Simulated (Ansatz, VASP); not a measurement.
**TaN: VASP beside Ansatz**

File INCAR:

```
  PREC = Accurate
  ENCUT = 520
  EDIFF = 1E-6
  ISMEAR = 0
  SIGMA = 0.15
  LREAL = F
  LASPH = T
  NELM = 80
  ALGO = Normal
  ISIF = 2
  LWAVE = F
  LCHARG = F
  GGA = PE
  NBANDS = 15
```

The input KPOINTS:

```
Automatic mesh
0
Gamma
  18 18 18
```

POSCAR

```
TaN
1.0
    0.0000000000      2.1790000000      2.1790000000
    2.1790000000      0.0000000000      2.1790000000
    2.1790000000      2.1790000000      0.0000000000
Ta N
1 1
Direct
    0.5000000000      0.5000000000      0.5000000000
   -0.0057365764     -0.0057365764      0.0057365764
```

Input for Ansatz:

```yaml
crystal:
  lattice:
    - [0.0, 2.179, 2.179]
    - [2.179, 0.0, 2.179]
    - [2.179, 2.179, 0.0]
  atoms:
    - { symbol: Ta, position: [0.5, 0.5, 0.5] }
    - { symbol: "N", position: [-0.0057365764, -0.0057365764, 0.0057365764] }
basis:
  ecutwfc: 420
kpoints:
  mp_grid: { grid: [18, 18, 18] }
hamiltonian:
  xc: pbe
scf:
  occupations: { method: gaussian, width: 0.15 }
output:
  forces: true
  stress: true
  eigenvalues: true
```

Change from the starting cell: all N atoms moved +0.025 Å, as atom 2 towards its neighbour atom 1 (Ta) at 2.179 Å.

Alike in both runs: task single point; functional PBE; k mesh 18 × 18 × 18; occupations gaussian, width 0.15 eV; no spin polarisation.

|  | VASP | Ansatz |
| --- | --- | --- |
| version | VASP 6.6.1 | Ansatz 0.2.0 |
| potentials or method | VASP PAW PBE potentials, release 64 (Ta_pv, N), cutoff 520 eV | scalar-relativistic, plane waves, PAW |
| valence electrons in the cell | 16 | 18 |

Ansatz gave:

| Property | Result |
| --- | --- |
| gap on the k mesh at the Fermi level (eV) | none |
| pressure (GPa) | 14.7 |
| traceless stress, the component that is largest in VASP (GPa) | 0.23 |
| rms of the force components (eV/Å) | 0.131 |

Which values does VASP return?

gap on the k mesh at the Fermi level (eV): none; pressure (GPa): 15.6; traceless stress, the component that is largest in VASP (GPa): 0.23; rms of the force components (eV/Å): 0.131.

Atom by atom the forces differ by 0.000 eV/Å (rms over components). A gap of «none» marks a metal or a gap that the smearing closes. With one functional, cell and mesh, what is left measures potentials, basis and numerics. VASP's potentials hold 16 valence electrons a cell and Ansatz's 18, so a difference there can come from the potentials and not from the codes.

Neither program's run includes spin-orbit coupling.
